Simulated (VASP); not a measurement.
Here is a VASP 6.6.1 calculation.

The input INCAR:

```
PREC = Accurate
ENCUT = 520
EDIFF = 1E-6
ISMEAR = 0
SIGMA = 0.02
LREAL = F
LASPH = T
NELM = 100
ALGO = Normal
ISIF = 2
LWAVE = F
LCHARG = F
GGA = PS
NBANDS = 34
```

KPOINTS

```
Automatic mesh
0
Gamma
  6 6 6
```

POSCAR

```
KCdCO3F
1.0
    5.0392658160      0.0000000000      0.0000000000
   -2.5196329080      4.3641322131      0.0000000000
    0.0000000000      0.0000000000      4.4150589533
K Cd C O F
1 1 1 3 1
Direct
    0.0000000000      0.0000000000      0.0000000000
    0.6666666667      0.3333333333      0.5000000000
    0.3333333333      0.6666666667      0.5000000000
    0.1858637433      0.3717274866      0.5000000000
    0.1858637433      0.8141362567      0.5000000000
    0.6282725134      0.8141362567      0.5000000000
    0.6666666667      0.3333333333      0.0000000000
```

Potentials or basis: VASP PAW PBE potentials, release 64 (K_sv, Cd, C, O, F).

Command:

```sh
$ cat potpaw_PBE.64/K_sv/POTCAR potpaw_PBE.64/Cd/POTCAR potpaw_PBE.64/C/POTCAR potpaw_PBE.64/O/POTCAR potpaw_PBE.64/F/POTCAR > POTCAR
$ mpirun -np 1 vasp_std > vasp.out
```

Task: What does it give for the largest force?

Result: 0.300 eV/Å.

Task: Estimate the pressure.

Result: 0.9 GPa.

Task: Estimate the band gap on the k mesh.

Result: 1.89 eV.

Stress tensor (GPa, compression positive):
```
1.18 0.00 0.00
0.00 1.18 0.00
0.00 0.00 0.45
```

Caveat: the PAW data sets were made with another functional, which shifts forces and pressure a little. A k mesh can miss the band edges.
